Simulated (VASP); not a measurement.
# GaSb (F-43m) in VASP: notebook, part 2 of 2

VASP 6.6.1. Earlier steps stand in the parts before.

## Step 3: Single point, r2SCAN

This run uses another cell than the first one, of 27.85 Å³/atom, 1.030 times its volume.

POSCAR reads:

```
GaSb
1.0
    3.0309935004      3.0309935004      0.0000000000
   -3.0309935004      3.0309935004      0.0000000000
    0.0000000000      3.0309935004      3.0309935004
Ga Sb
1 1
Direct
    0.0000000000      0.0000000000      0.0000000000
    0.7500000000      0.2500000000      0.5000000000
```

INCAR.step1 reads:

```
  PREC = Accurate
  ENCUT = 520
  ISMEAR = 0
  SIGMA = 0.01
  LREAL = False
  LASPH = True
  NELM = 60
  NBANDS = 16
  GGA = PE
  ALGO = Normal
  EDIFF = 1E-4
  LWAVE = True
  LCHARG = False
```

INCAR.step2 reads:

```
  PREC = Accurate
  ENCUT = 520
  EDIFF = 1E-6
  ISMEAR = 0
  SIGMA = 0.01
  LREAL = False
  LASPH = True
  NELM = 60
  ALGO = Normal
  ISIF = 2
  LWAVE = False
  LCHARG = False
  METAGGA = R2SCAN
  LMIXTAU = True
  NBANDS = 16
  ISTART = 1
```

KPOINTS reads:

```
regular mesh
0
Gamma
  6 6 6
```

Potentials or basis: VASP PAW PBE potentials, release 64 (Ga_d, Sb).

Run with:

```console
cat potpaw_PBE.64/Ga_d/POTCAR potpaw_PBE.64/Sb/POTCAR > POTCAR
cp INCAR.step1 INCAR
mpirun -np 1 vasp_std > vasp.out
cp INCAR.step2 INCAR
mpirun -np 1 vasp_std > vasp.out
```

It took 29 s on 1 thread of AMD EPYC 9R45 (Zen 5), shared host; peak memory 0.15 GiB.

Results (log left out):

| Property | Result |
| --- | --- |
| Free energy | -37.5663 eV |
| Pressure | 2.1 GPa |
| Band gap on the k mesh | 0.66 eV, direct |

Levels at points of the mesh, in eV from the valence-band top:
| k point | band 6 | band 7 | band 8 | band 9 | band 10 | band 11 | band 12 | band 13 |
| --- | --- | --- | --- | --- | --- | --- | --- | --- |
| (0.00, 0.00, 0.00) | -12.13 | 0.00 | 0.00 | 0.00 | 0.66 | 2.97 | 2.97 | 2.97 |
| (0.50, 0.00, 0.00) | -10.34 | -6.73 | -1.26 | -1.26 | 0.75 | 4.01 | 4.01 | 6.91 |
| (0.50, 0.50, 0.00) | -9.41 | -7.19 | -2.80 | -2.80 | 1.09 | 1.42 | 9.45 | 9.45 |

Caveat: the PAW data sets were made with another functional, which shifts forces and pressure a little; spin-orbit coupling is left out, which moves the levels of the heavy elements. A k mesh can miss the band edges.

## Step 4: Single point, r2SCAN

This run uses another cell than the first one, of 30.04 Å³/atom, 1.111 times its volume.

POSCAR reads:

```
GaSb
1.0
    3.1085467930      3.1085467930      0.0000000000
   -3.1085467930      3.1085467930      0.0000000000
    0.0000000000      3.1085467930      3.1085467930
Ga Sb
1 1
Direct
    0.0000000000      0.0000000000      0.0000000000
    0.7500000000      0.2500000000      0.5000000000
```

INCAR.step1 reads:

```
SYSTEM = GaSb
ALGO = Normal ; EDIFF = 1E-4
ENCUT = 520 ; GGA = PE
ISMEAR = 0 ; LASPH = .TRUE.
LCHARG = .FALSE. ; LREAL = .FALSE.
LWAVE = .TRUE. ; NBANDS = 16
NELM = 100 ; PREC = Accurate
SIGMA = 0.01
```

INCAR.step2 reads:

```
SYSTEM = GaSb
ALGO = Normal ; EDIFF = 1E-7
ENCUT = 520 ; ISIF = 2
ISMEAR = 0 ; ISTART = 1
LASPH = .TRUE. ; LCHARG = .FALSE.
LMIXTAU = .TRUE. ; LREAL = .FALSE.
LWAVE = .FALSE. ; METAGGA = R2SCAN
NBANDS = 16 ; NELM = 100
PREC = Accurate ; SIGMA = 0.01
```

KPOINTS reads:

```
k-points
0
G
  6 6 6
  0 0 0
```

Run with:

```console
cat potpaw_PBE.64/Ga_d/POTCAR potpaw_PBE.64/Sb/POTCAR > POTCAR
cp INCAR.step1 INCAR
mpirun -np 1 vasp_std > vasp.out
cp INCAR.step2 INCAR
mpirun -np 1 vasp_std > vasp.out
```

Wall time 68 s (1 thread of AMD EPYC 9R45 (Zen 5), shared host); peak memory 0.18 GiB.

The run converged. Its results:

| Property | Result |
| --- | --- |
| Free energy | -37.5641 eV |
| Pressure | -2.0 GPa |
| Band gap on the k mesh | 0.09 eV, direct |

Levels at points of the mesh, in eV from the valence-band top:
```tsv
k point	band 5	band 6	band 7	band 8	band 9	band 10	band 11	band 12	band 13	band 14
(0.00, 0.00, 0.00)	-15.37	-11.59	0.00	0.00	0.00	0.09	2.99	2.99	2.99	6.28
(0.50, 0.00, 0.00)	-15.37	-10.00	-6.34	-1.14	-1.14	0.57	4.01	4.01	6.93	9.66
(0.50, 0.50, 0.00)	-15.37	-9.18	-6.83	-2.53	-2.53	1.16	1.56	8.94	8.94	10.36
```

Caveat: the PAW data sets were made with another functional, which shifts forces and pressure a little; spin-orbit coupling is left out, which moves the levels of the heavy elements. A k mesh can miss the band edges.

## Step 5: Relaxation of cell and atoms, r2SCAN, target pressure -2 GPa, at which the enthalpy is minimised

This run uses another cell than the first one, of 28.83 Å³/atom, 1.066 times its volume.

POSCAR reads:

```
GaSb
1.0
    3.0662848511      3.0662848511      0.0000000000
   -3.0662848511      3.0662848511      0.0000000000
    0.0000000000      3.0662848511      3.0662848511
Ga Sb
1 1
Direct
    0.0000000000      0.0000000000      0.0000000000
    0.7500000000      0.2500000000      0.5000000000
```

INCAR.step1 reads:

```
SYSTEM = GaSb
ALGO = Normal
EDIFF = 1E-4
ENCUT = 600
GGA = PE
ISMEAR = 0
LASPH = .TRUE.
LCHARG = .FALSE.
LREAL = .FALSE.
LWAVE = .TRUE.
NELM = 80
PREC = Accurate
SIGMA = 0.01
```

INCAR.step2 reads:

```
SYSTEM = GaSb
ALGO = Normal
EDIFF = 1E-6
EDIFFG = -0.002
ENCUT = 600
IBRION = 2
ISIF = 3
ISMEAR = 0
ISTART = 1
LASPH = .TRUE.
LCHARG = .FALSE.
LMIXTAU = .TRUE.
LREAL = .FALSE.
LWAVE = .FALSE.
METAGGA = R2SCAN
NELM = 80
NSW = 100
PREC = Accurate
PSTRESS = -20.0
SIGMA = 0.01
```

KPOINTS is that of step 4.

Run with:

```console
cat potpaw_PBE.64/Ga_d/POTCAR potpaw_PBE.64/Sb/POTCAR > POTCAR
cp INCAR.step1 INCAR
mpirun -np 1 vasp_std > vasp.out
cp INCAR.step2 INCAR
mpirun -np 1 vasp_std > vasp.out
```

Wall time 5 min (1 thread of AMD EPYC 9R45 (Zen 5), shared host); peak memory 0.19 GiB.

It converged, with:

```
Free energy                                            : -37.5644 eV
Relaxed volume                                         : 30.03 Å³/atom
Relaxed cell                                           : a = 4.396 Å, b = 4.396 Å, c = 4.396 Å, α = 60.00°, β = 60.00°, γ = 90.00°
Space group after relaxing (to 0.05 Å)                 : F-43m (No. 216)
Energy change on relaxing (the enthalpy is what falls) : +7.8 meV/atom
Ionic steps                                            : 6
Pressure after relaxing                                : -2.0 GPa
Band gap on the k mesh                                 : 0.09 eV, direct
```

Step by step:
| step | energy change (eV) | largest force (eV/Å) | pressure (GPa) | volume (Å³) |
| --- | --- | --- | --- | --- |
| 1 | 0.0000 | 0.0000 | 0.02 | 57.66 |
| 2 | 0.0249 | 0.0000 | -2.39 | 60.74 |
| 3 | 0.0160 | 0.0000 | -2.02 | 60.10 |
| 4 | 0.0154 | 0.0000 | -1.95 | 60.05 |
| 5 | 0.0154 | 0.0000 | -1.96 | 60.05 |
| 6 | 0.0155 | 0.0000 | -2.01 | 60.06 |

Final structure:
```
Ga Sb
1.0
     3.10826    3.10826    0.00000
    -3.10826    3.10826    0.00000
     0.00000    3.10826    3.10826
Ga Sb
1 1
Direct
  0.00000 0.00000 0.00000
  0.75000 0.25000 0.50000
```

Levels at points of the mesh, in eV from the valence-band top:
| k point | band 5 | band 6 | band 7 | band 8 | band 9 | band 10 | band 11 | band 12 | band 13 |
| --- | --- | --- | --- | --- | --- | --- | --- | --- | --- |
| (0.00, 0.00, 0.00) | -15.37 | -11.59 | 0.00 | 0.00 | 0.00 | 0.09 | 2.99 | 2.99 | 2.99 |
| (0.50, 0.00, 0.00) | -15.37 | -10.00 | -6.34 | -1.14 | -1.14 | 0.57 | 4.01 | 4.01 | 6.93 |
| (0.50, 0.50, 0.00) | -15.37 | -9.18 | -6.83 | -2.53 | -2.53 | 1.16 | 1.56 | 8.94 | 8.94 |

Caveat: the cell is relaxed towards a set pressure, so the enthalpy falls and the energy may rise; the PAW data sets were made with another functional, which shifts forces and pressure a little; spin-orbit coupling is left out, which moves the levels of the heavy elements. A k mesh can miss the band edges.

## Step 6: Relaxation of cell and atoms, r2SCAN, target pressure 2 GPa, at which the enthalpy is minimised

This run uses another cell than the first one, of 28.83 Å³/atom, 1.066 times its volume.

POSCAR is that of step 5.

INCAR.step1 reads:

```
SYSTEM = GaSb
PREC = Accurate
ENCUT = 600
ISMEAR = 0
SIGMA = 0.01
LREAL = .False.
LASPH = .True.
NELM = 80
GGA = PE
ALGO = Normal
EDIFF = 1E-4
LWAVE = .True.
LCHARG = .False.
```

INCAR.step2 reads:

```
SYSTEM = GaSb
PREC = Accurate
ENCUT = 600
EDIFF = 1E-6
ISMEAR = 0
SIGMA = 0.01
LREAL = .False.
LASPH = .True.
NELM = 80
ALGO = Normal
ISIF = 3
LWAVE = .False.
LCHARG = .False.
METAGGA = R2SCAN
LMIXTAU = .True.
IBRION = 2
NSW = 100
EDIFFG = -0.002
PSTRESS = 20.0
ISTART = 1
```

KPOINTS reads:

```
Automatic mesh
0
Gamma
  6 6 6
  0 0 0
```

Potentials or basis: VASP PAW PBE potentials, release 64 (Ga_d, Sb).

Run with:

```console
cat potpaw_PBE.64/Ga_d/POTCAR potpaw_PBE.64/Sb/POTCAR > POTCAR
cp INCAR.step1 INCAR
mpirun -np 1 vasp_std > vasp.out
cp INCAR.step2 INCAR
mpirun -np 1 vasp_std > vasp.out
```

Run time: 8.6 min. Hardware: 1 thread of AMD EPYC 9R45 (Zen 5), shared host; peak memory 0.2 GiB.

Results (log left out):

```yaml
Free_energy: -37.5686 eV
Relaxed_volume: 27.88 Å³/atom
Relaxed_cell: a = 4.288 Å, b = 4.288 Å, c = 4.288 Å, α = 60.00°, β = 60.00°, γ = 90.00°
Space_group_after_relaxing_to_0.05_Å: F-43m (No. 216)
Energy_change_on_relaxing_the_enthalpy_is_what_falls: +5.7 meV/atom
Ionic_steps: 16
Pressure_after_relaxing: 2.0 GPa
Band_gap_on_the_k_mesh: 0.65 eV, direct
```

Step by step:
| step | energy change (eV) | largest force (eV/Å) | pressure (GPa) | volume (Å³) |
| --- | --- | --- | --- | --- |
| 1 | 0.0000 | 0.0000 | 0.02 | 57.66 |
| 2 | 0.0281 | 0.0000 | 3.21 | 54.73 |
| 3 | 0.0117 | 0.0000 | 2.02 | 55.74 |
| 4 | 0.0112 | 0.0000 | 1.96 | 55.78 |
| 5 | 0.0112 | 0.0000 | 1.98 | 55.78 |
| 6 | 0.0112 | 0.0000 | 1.98 | 55.78 |
| 7 | 0.0112 | 0.0000 | 1.98 | 55.78 |
| 8 | 0.0112 | 0.0000 | 1.98 | 55.78 |
| 9 | 0.0112 | 0.0000 | 1.98 | 55.78 |
| 10 | 0.0112 | 0.0000 | 1.98 | 55.78 |
| 11 | 0.0112 | 0.0000 | 1.98 | 55.78 |
| 12 | 0.0113 | 0.0000 | 1.98 | 55.78 |
| 13 | 0.0113 | 0.0000 | 1.98 | 55.77 |
| 14 | 0.0113 | 0.0000 | 1.97 | 55.77 |
| 15 | 0.0115 | 0.0000 | 2.06 | 55.76 |
| 16 | 0.0114 | 0.0000 | 1.99 | 55.77 |

Final structure:
```xyz
2
Lattice="3.0324 3.0324 0.0000 -3.0324 3.0324 0.0000 0.0000 3.0324 3.0324" Properties=species:S:1:pos:R:3 pbc="T T T"
Ga    0.0000    0.0000    0.0000
Sb    1.5162    4.5486    1.5162
```

Levels at points of the mesh, in eV from the valence-band top:
```
           k point  band 6  band 7  band 8  band 9  band 10  band 11  band 12  band 13
(0.00, 0.00, 0.00)  -12.12    0.00    0.00    0.00     0.65     2.97     2.97     2.97
(0.50, 0.00, 0.00)  -10.33   -6.72   -1.26   -1.26     0.74     4.01     4.01     6.91
(0.50, 0.50, 0.00)   -9.40   -7.18   -2.79   -2.79     1.09     1.43     9.44     9.44
```

Caveat: the cell is relaxed towards a set pressure, so the enthalpy falls and the energy may rise; the PAW data sets were made with another functional, which shifts forces and pressure a little; spin-orbit coupling is left out, which moves the levels of the heavy elements.

## Step 7: Overview

```csv
task,cell,cutoff (eV),gap on the mesh (eV),pressure (GPa)
single point,"a = 4.244 Å, angles 60.0, 60.0, 90.0°, 2 atoms",520,0.82,4.1
single point,"a = 4.286 Å, angles 60.0, 60.0, 90.0°, 2 atoms",520,0.66,2.1
single point,"a = 4.396 Å, angles 60.0, 60.0, 90.0°, 2 atoms",520,0.09,-2.0
relaxation of cell and atoms,"relaxed to -2 GPa from a = 4.336 Å, angles 60.0, 60.0, 90.0°, 2 atoms",600,0.09,-2.0
relaxation of cell and atoms,"relaxed to 2 GPa from a = 4.336 Å, angles 60.0, 60.0, 90.0°, 2 atoms",600,0.65,2.0
```

Alike in all rows: level r2SCAN; potentials or basis VASP PAW PBE potentials, release 64 (Ga_d, Sb); no spin polarisation; k mesh 6 × 6 × 6; smearing gaussian 0.01 eV.

Caveats: the PAW data sets were made with another functional, which shifts forces and pressure a little; spin-orbit coupling is left out, which moves the levels of the heavy elements; the cell is relaxed towards a set pressure, so the enthalpy falls and the energy may rise (some runs).

Absolute energies hang on the potentials; compare differences alone.
